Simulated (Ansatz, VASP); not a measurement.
# One calculation of Pt, two programs

Contents of INCAR:

```
SYSTEM = Pt
ALGO = Normal ; EDIFF = 1E-6
ENCUT = 500 ; GGA = LIBXC
GGA_COMPAT = .FALSE. ; ISIF = 2
ISMEAR = 1 ; LASPH = .TRUE.
LCHARG = .FALSE. ; LIBXC1 = GGA_X_PBE
LIBXC2 = LDA_C_PW ; LMAXMIX = 4
LNONCOLLINEAR = .TRUE. ; LORBIT = 11
LREAL = .FALSE. ; LWAVE = .FALSE.
MAGMOM = -0.051 -0.199 -0.079 ; NBANDS = 21
NELM = 200 ; PREC = Accurate
SIGMA = 0.01
```

Contents of KPOINTS:

```
k-points
0
G
  9 9 9
  0 0 0
```

File POSCAR:

```
Pt
1.0
    0.0000000000      1.9343981026      1.9343981026
    1.9343981026      0.0000000000      1.9343981026
    1.9343981026      1.9343981026      0.0000000000
Pt
1
Direct
    0.0000000000      0.0000000000      0.0000000000
```

The input input.yaml:

```yaml
crystal:
  lattice:
    - [0.0, 1.9343981026, 1.9343981026]
    - [1.9343981026, 0.0, 1.9343981026]
    - [1.9343981026, 1.9343981026, 0.0]
  atoms:
    - { symbol: Pt, position: [0.0, 0.0, 0.0], spin: 0.22, spin_axis: [-0.231715, -0.904144, -0.358932] }
kpoints:
  mp_grid: { grid: [9, 9, 9] }
scf:
  occupations: { method: cold, width: 0.01 }
hamiltonian:
  xc: { exchange: pbe, correlation: lda }
  pseudopotentials: { kind: all_electron, lapw: { basis_error: 0.002 } }
magnetization:
  noncollinear: true
output:
  forces: true
  stress: true
  eigenvalues: true
```

Change from the starting cell: volume scaled by 0.96.

Alike in both runs: task single point; functional pbe exchange, lda correlation; k mesh 9 × 9 × 9; non-collinear spin.

```csv
,VASP,Ansatz
version,VASP 6.6.1,Ansatz 0.2.0
potentials or method,"VASP PAW PBE potentials, release 64 (Pt), cutoff 500 eV","all-electron LAPW, scalar-relativistic"
occupations,"methfessel-paxton of order 1, width 0.01 eV","cold, width 0.01 eV"
```

```csv
,VASP,Ansatz,Ansatz less VASP
gap on the k mesh at the Fermi level (eV),none,none,-
pressure (GPa),44.7,45.2,+0.42
net moment per atom (μB),0.03,0.02,-0.001
```

VASP's potentials were made for PBE, not for pbe exchange, lda correlation. A gap of «none» marks a metal or a gap that the smearing closes. Both programs put the cell under a high pressure, so it lies far from rest at this level. Ansatz ran all-electron here, and VASP with PAW potentials.

Neither program's run includes spin-orbit coupling. Noted on Ansatz's run: the program listed the state as in doubt; the k mesh is thin for a metal, which can move the energy by tens of meV per atom.
